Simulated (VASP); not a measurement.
# TaN (P1) in VASP: further runs

The runs below take TaN through single point, with PBEsol.

Everything below comes from runs of VASP 6.6.1. Logs are shortened: lines on timing, memory, paths and dates and some standing lists are left out, and cuts for length are marked.

### 1 The cell of the first run

The typed cell holds 2 atoms: a = 2.938 Å, b = 2.938 Å, c = 2.883 Å, α = 90.00°, β = 90.00°, γ = 120.00°.

### 2 Single point, PBEsol (all Ta atoms moved -0.300 Å, as atom 1 along Cartesian [1 1 1])

Input file INCAR:

```
PREC = Accurate ; ENCUT = 520
EDIFF = 1E-7 ; ISMEAR = 0
SIGMA = 0.15 ; LREAL = False
LASPH = True ; NELM = 60
ALGO = Normal ; ISIF = 2
LWAVE = False ; LCHARG = False
GGA = PS ; NBANDS = 15
```

Input file KPOINTS:

```
regular mesh
0
Gamma
  18 18 16
```

Input file POSCAR:

```
TaN
1.0
    2.9379988584      0.0000000000      0.0000000000
   -1.4689994292      2.5443816477      0.0000000000
    0.0000000000      0.0000000000      2.8830000000
Ta N
1 1
Direct
    0.2403431404      0.5985931208      0.4399219283
    0.0000000000      0.0000000000      0.0000000000
```

Potentials or basis: VASP PAW PBE potentials, release 64 (Ta_pv, N).

On the command line:

```sh
$ cat potpaw_PBE.64/Ta_pv/POTCAR potpaw_PBE.64/N/POTCAR > POTCAR
$ mpirun -np 1 vasp_std > vasp.out
```

OUTCAR:

```text
PREC = Accurate
   ENCUT = 520
   EDIFF = 1E-7
   ISMEAR = 0
   LREAL = False
   LASPH = True
   NELM = 60
   ISIF = 2
   GGA = PS

 ion  position               nearest neighbor table
   1  0.240  0.599  0.440-   2 1.99   2 2.08   2 2.23   2 2.31   2 2.31   2 2.52
   2  0.000  0.000  0.000-   1 1.99   1 2.08   1 2.23   1 2.31   1 2.31   1 2.52

  LATTYP: Found a hexagonal cell.
 ALAT       =     2.9379988584
 C/A-ratio  =     0.9812801635

  Lattice vectors:

 A1 = (   2.9379988584,   0.0000000000,   0.0000000000)
 A2 = (  -1.4689994292,   2.5443816477,   0.0000000000)
 A3 = (   0.0000000000,   0.0000000000,   2.8830000000)

Analysis of symmetry for initial positions (statically):
=====================================================================
 Subroutine PRICEL returns:
 Original cell was already a primitive cell.

 Routine SETGRP: Setting up the symmetry group for a
 hexagonal supercell.

 Subroutine GETGRP returns: Found  1 space group operations
 (whereof  1 operations were pure point group operations)
 out of a pool of 24 trial point group operations.

The static configuration has the point symmetry C_1 .

Analysis of symmetry for dynamics (positions and initial velocities):
=====================================================================
 Subroutine PRICEL returns:
 Original cell was already a primitive cell.

 Routine SETGRP: Setting up the symmetry group for a
 hexagonal supercell.

 Subroutine GETGRP returns: Found  1 space group operations
 (whereof  1 operations were pure point group operations)
 out of a pool of 24 trial point group operations.

The dynamic configuration has the point symmetry C_1 .

 Subroutine INISYM returns: Found  1 space group operations
 (whereof  1 operations are pure point group operations),
 and found     1 'primitive' translations

----------------------------------------------------------------------------------------

                                     Primitive cell

  volume of cell :      21.5516

  direct lattice vectors                    reciprocal lattice vectors
     2.937998858  0.000000000  0.000000000     0.340367729  0.196511400  0.000000000
    -1.468999429  2.544381648  0.000000000     0.000000000  0.393022800  0.000000000
     0.000000000  0.000000000  2.883000000     0.000000000  0.000000000  0.346860909

  length of vectors
     2.937998858  2.937998858  2.883000000     0.393022800  0.393022800  0.346860909

  position of ions in fractional coordinates (direct lattice)
     0.240343140  0.598593121  0.439921928
     0.000000000  0.000000000  0.000000000

  ion indices of the primitive-cell ions
   primitive index   ion index
                 1           1
                 2           2

----------------------------------------------------------------------------------------

 KPOINTS: regular mesh

Automatic generation of k-mesh.
 Grid dimensions read from file:
 generate k-points for:   18   18   16

 Generating k-lattice:

  Cartesian coordinates                     Fractional coordinates (reciprocal lattice)
     0.018909318  0.010917300  0.000000000     0.055555556 -0.000000000  0.000000000
     0.000000000  0.021834600  0.000000000     0.000000000  0.055555556  0.000000000
     0.000000000  0.000000000  0.021678807     0.000000000  0.000000000  0.062500000

  Length of vectors
     0.021834600  0.021834600  0.021678807

  Shift w.r.t. Gamma in fractional coordinates (k-lattice)
     0.000000000  0.000000000  0.000000000

 Subroutine IBZKPT returns following result:
 ===========================================

 Found   2596 irreducible k-points:

 Following reciprocal coordinates:
            Coordinates               Weight
  0.000000  0.000000  0.000000      1.000000
  0.055556  0.000000  0.000000      2.000000
  0.000000  0.055556  0.000000      2.000000
 -0.055556  0.055556  0.000000      2.000000
  0.111111  0.000000  0.000000      2.000000
  0.000000  0.111111  0.000000      2.000000
[... 16 lines left out ...]
  0.444444 -0.000000  0.000000      2.000000
  0.000000  0.444444  0.000000      2.000000
 [... further k-points ...]
   k-points           NKPTS =   2596   k-points in BZ     NKDIM =   2596   number of bands    NBANDS=     15
   number of dos      NEDOS =    301   number of ions     NIONS =      2
   total plane-waves  NPLWV =  13824
   dimension x,y,z NGX =    24 NGY =   24 NGZ =   24
   dimension x,y,z NGXF=    48 NGYF=   48 NGZF=   48
   ions per type =               1   1
   NGX,Y,Z   is equivalent  to a cutoff of  13.58, 13.58, 13.84 a.u.
   NGXF,Y,Z  is equivalent  to a cutoff of  27.16, 27.16, 27.68 a.u.
 SYSTEM =  unknown system
   PREC   = accura    normal or accurate (medium, high low for compatibility)
   ISTART =      0    job   : 0-new  1-cont  2-samecut
   ICHARG =      2    charge: 1-file 2-atom 10-const
   ISPIN  =      1    spin polarized calculation?
   LNONCOLLINEAR =      F non collinear calculations
   LSORBIT =      F    spin-orbit coupling
   LASPH  =      T    aspherical Exc in radial PAW
   ENCUT  =  520.0 eV  38.22 Ry    6.18 a.u.   5.46  5.46  5.36*2*pi/ulx,y,z
   NELM   =     60;   NELMIN=  2; NELMDL= -5     # of ELM steps
   EDIFF  = 0.1E-06   stopping-criterion for ELM
   LREAL  =      F    real-space projection
   EDIFFG = 0.1E-05   stopping-criterion for IOM
   NSW    =      0    number of steps for IOM
   IBRION =     -1    ionic relax: 0-MD 1-quasi-New 2-CG
   NFREE  =      0    steps in history (QN), initial steepest desc. (CG)
   ISIF   =      2    stress and relaxation
   ISYM   =      2    0-nonsym 1-usesym 2-fastsym
   POTIM  = 0.5000    time-step for ionic-motion
   TEBEG  =    0.0;   TEEND  =   0.0 temperature during run
   PSTRESS=    0.0 pullay stress
   NELECT =      16.0000    total number of electrons
   NUPDOWN=      -1.0000    fix difference up-down
   EMIN   =  10.00;   EMAX   =-10.00  energy-range for DOS
   EFERMI =   0.00;   METHOD = LEGACY
   ISMEAR =     0;   SIGMA  =   0.15  broadening in eV -4-tet -1-fermi 0-gaus
   EFERMI_NEDOS =   21; number of points for ismear=-14 and -15
   IALGO  =     38    algorithm
   IMIX   =      4    mixing-type and parameters
     AMIX     =   0.40;   BMIX     =  1.00
     AMIX_MAG =   1.60;   BMIX_MAG =  1.00
  volume/ion in A,a.u.               =      10.78        72.72
  Fermi-wavevector in a.u.,A,eV,Ry     =   1.482366  2.801265 29.897546  2.197408
  Thomas-Fermi vector in A             =   2.596161
   LORBIT       =      0    0 simple, 1 ext, 2 COOP (PROOUT), +10 PAW based schemes
   GGA     = PS    functional components
   LHFCALC =     F    Hartree Fock is set to
   AEXX    =    0.0000 exact exchange contribution
   IVDW    =     0    specifies the selected vdW correction
   LEPSILON=     F    determine dielectric tensor
   LRPA    =     F    only Hartree local field effects (RPA)
 non-spin polarized calculation
 Gauss-broadening in eV      SIGMA  =   0.15
  energy-cutoff  :      520.00
  volume of cell :       21.55
 maximum number of plane-waves:       605
 NGX is ok and might be reduce to    24
   NGX = 11   NGY = 11   NGZ = 11

 number of electron      15.9999999 magnetization

 Free energy of the ion-electron system (eV)
  ---------------------------------------------------
  ext. energy  EPLUGINS =         0.00000000
  ---------------------------------------------------
  free energy    TOTEN  =       -23.20392665 eV

  energy without entropy =      -23.20237873  energy(sigma->0) =      -23.20315269

 E-fermi :   8.3493     XC(G=0): -13.4727

 val. band max:        8.3483415825   @ k =   0.5000  -0.0556  -0.3750
 cond. band min:       8.3493240064   @ k =  -0.0556   0.0000   0.3750
 fundamental gap:      0.0009824239
 Fermi energy:         8.3493227356

 k-point     1 :       0.0000    0.0000    0.0000
  band No.  band energies     occupation
      1     -26.6486      2.00000
      2     -26.3882      2.00000
      3     -26.3560      2.00000
      4      -9.6557      2.00000
      5       2.7927      2.00000
      6       3.3364      2.00000
      7       3.7427      2.00000
      8       6.1613      2.00000
      9       9.4044      0.00000
     10      10.3917      0.00000
     11      12.3146      0.00000
     12      12.4884      0.00000
     13      13.4795      0.00000
     14      20.6231      0.00000
     15      21.5877      0.00000

 k-point     2 :       0.0556    0.0000    0.0000
  band No.  band energies     occupation
      1     -26.6450      2.00000
      2     -26.3963      2.00000
      3     -26.3880      2.00000
      4      -9.5998      2.00000
      5       2.7689      2.00000
      6       3.2515      2.00000
      7       3.7692      2.00000
      8       6.1307      2.00000
      9       9.5545      0.00000
     10      10.4477      0.00000
     11      12.2755      0.00000
     12      12.4986      0.00000
     13      13.4106      0.00000
     14      20.5306      0.00000
     15      21.5855      0.00000

 k-point     3 :       0.0000    0.0556    0.0000
  band No.  band energies     occupation
      1     -26.6448      2.00000
      2     -26.4212      2.00000
      3     -26.3658      2.00000
      4      -9.5834      2.00000
      5       2.7175      2.00000
      6       3.3551      2.00000
      7       3.7103      2.00000
      8       6.0612      2.00000
      9       9.4896      0.00000
     10      10.3987      0.00000
     11      12.2527      0.00000
     12      12.6497      0.00000
     13      13.5150      0.00000
     14      20.7477      0.00000
     15      21.5899      0.00000
[... 343 lines left out ...]
 k-point    23 :       0.4444   -0.0000    0.0000
  band No.  band energies     occupation
      1     -27.3469      2.00000
      2     -26.6186      2.00000
      3     -26.5085      2.00000
      4      -7.8942      2.00000
      5       0.4329      2.00000
      6       3.2110      2.00000
      7       4.2776      2.00000
      8       5.4319      2.00000
      9      10.9203      0.00000
     10      11.5304      0.00000
     11      12.3149      0.00000
     12      13.4212      0.00000
     13      15.8427      0.00000
     14      19.5795      0.00000
     15      21.5878      0.00000

 k-point    24 :       0.0000    0.4444    0.0000
  band No.  band energies     occupation
      1     -27.4518      2.00000
      2     -26.5973      2.00000
      3     -26.4908      2.00000
      4      -7.0912      2.00000
      5      -0.5571      2.00000
      6       2.4654      2.00000
      7       3.5380      2.00000
      8       6.1429      2.00000
      9      11.1726      0.00000
     10      11.5378      0.00000
     11      13.1469      0.00000
     12      13.8067      0.00000
     13      16.4720      0.00000
     14      20.1012      0.00000
     15      21.5831      0.00000

 [... further k-points ...]
[... 5 lines left out ...]
  --------------------------------------------------------------------------------------
  -------------------------------------------------------------------------------------
  Total        0.2721419      1.7647663      1.9870134     -0.4423890      1.4301786      0.8362655
  in kB       20.2314684    131.1956014    147.7178107    -32.8879145    106.3218074     62.1693399
  external PRESSURE =      99.7149602 kB  Pullay stress =       0.0000000 kB

 VOLUME and BASIS-vectors are now :
 -----------------------------------------------------------------------------
  energy-cutoff  :      520.00
  volume of cell :       21.55
      direct lattice vectors                 reciprocal lattice vectors
     2.937998858  0.000000000  0.000000000     0.340367729  0.196511400  0.000000000
    -1.468999429  2.544381648  0.000000000     0.000000000  0.393022800  0.000000000
     0.000000000  0.000000000  2.883000000     0.000000000  0.000000000  0.346860909

 POSITION                                       TOTAL-FORCE (eV/Angst)
 -----------------------------------------------------------------------------------
     -0.17321      1.52305      1.26829         1.759120      2.381677      2.884341
      0.00000      0.00000      0.00000        -1.759120     -2.381677     -2.884341
 -----------------------------------------------------------------------------------
    total drift:                                0.000031      0.000010     -0.000031

  FREE ENERGIE OF THE ION-ELECTRON SYSTEM (eV)
  ---------------------------------------------------
  free  energy   TOTEN  =       -23.2039266481 eV

  energy  without entropy=      -23.2023787251  energy(sigma->0) =      -23.20315269
```

Wall time 16 min (1 thread of Oxide Virtual Turin-like, shared host); peak memory 0.84 GiB.

Results:

| Quantity | Value |
| --- | --- |
| Free energy | -23.2039 eV |
| Pressure | 10.0 GPa |
| Largest force | 4.134 eV/Å |
| Band gap on the k mesh | zero (band 8 reaches 8.78 eV, above the bottom of band 9 at 8.19 eV) |

Forces on the atoms (eV/Å):
```
Ta   1.759  2.382  2.884
N   -1.759 -2.382 -2.884
```

Stress tensor (GPa, compression positive):
```
 2.02 -3.29  6.22
-3.29 13.12 10.63
 6.22 10.63 14.77
```

Caveat: the cell differs from its parent crystal (all Ta atoms moved -0.300 Å, as atom 1 along Cartesian [1 1 1]); the PAW data sets were made with another functional, which shifts forces and pressure a little; spin-orbit coupling is left out, which moves the levels of the heavy elements.

### 3 Single point, PBEsol (all Ta atoms moved +0.225 Å, as atom 1 along Cartesian [1 1 1])

Input file INCAR:

```
SYSTEM = TaN
  PREC = Accurate
  ENCUT = 520
  EDIFF = 1E-7
  ISMEAR = 0
  SIGMA = 0.15
  LREAL = .FALSE.
  LASPH = .TRUE.
  NELM = 60
  ALGO = Normal
  ISIF = 2
  LWAVE = .FALSE.
  LCHARG = .FALSE.
  GGA = PS
  NBANDS = 15
```

Input file KPOINTS:

```
regular mesh
0
G
  18 18 16
  0 0 0
```

POSCAR, as its differences from that of step 2:

```diff
@@ -8,3 +8,3 @@
 Direct
-    0.2403431404      0.5985931208      0.4399219283
+    0.4030759781      0.7177218261      0.5450585538
     0.0000000000      0.0000000000      0.0000000000
```

Potentials or basis: VASP PAW PBE potentials, release 64 (Ta_pv, N).

On the command line:

```sh
$ cat potpaw_PBE.64/Ta_pv/POTCAR potpaw_PBE.64/N/POTCAR > POTCAR
$ mpirun -np 1 vasp_std > vasp.out
```

It took 12 min on 1 thread of Oxide Virtual Turin-like, shared host; peak memory 0.85 GiB.

It converged, with:

* Free energy: -23.4415 eV
* Pressure: 4.7 GPa
* Largest force: 3.412 eV/Å
* Band gap on the k mesh: zero (band 8 reaches 8.24 eV, above the bottom of band 9 at 8.10 eV)

Forces on the atoms (eV/Å):
```
Ta  -2.059 -1.748 -2.086
N    2.059  1.748  2.086
```

Stress tensor (GPa, compression positive):
```
 6.17  4.62  7.96
 4.62 -0.26  6.09
 7.96  6.09  8.23
```

Levels at points of the mesh, in eV from the Fermi level:
```tsv
k point	band 6	band 7	band 8	band 9	band 10	band 11
(0.00, 0.00, 0.00)	-4.85	-4.21	-2.32	1.36	3.14	3.96
(0.50, 0.00, 0.00)	-5.74	-3.79	-2.95	3.16	3.90	5.09
(0.00, 0.50, 0.00)	-5.10	-4.37	-2.29	2.72	4.09	4.33
(0.50, 0.50, 0.00)	-5.33	-4.71	-1.88	2.75	4.00	4.88
(0.00, 0.00, 0.50)	-4.80	-3.07	-0.31	-0.01	1.90	2.77
(0.50, 0.00, 0.50)	-5.66	-5.41	-0.98	4.12	5.32	6.06
(0.00, 0.50, 0.50)	-6.60	-5.97	0.10	3.76	5.25	5.99
(0.50, 0.50, 0.50)	-6.34	-5.63	-0.31	3.44	5.28	6.01
```

Caveat: the cell differs from its parent crystal (all Ta atoms moved +0.225 Å, as atom 1 along Cartesian [1 1 1]); the PAW data sets were made with another functional, which shifts forces and pressure a little; spin-orbit coupling is left out, which moves the levels of the heavy elements.
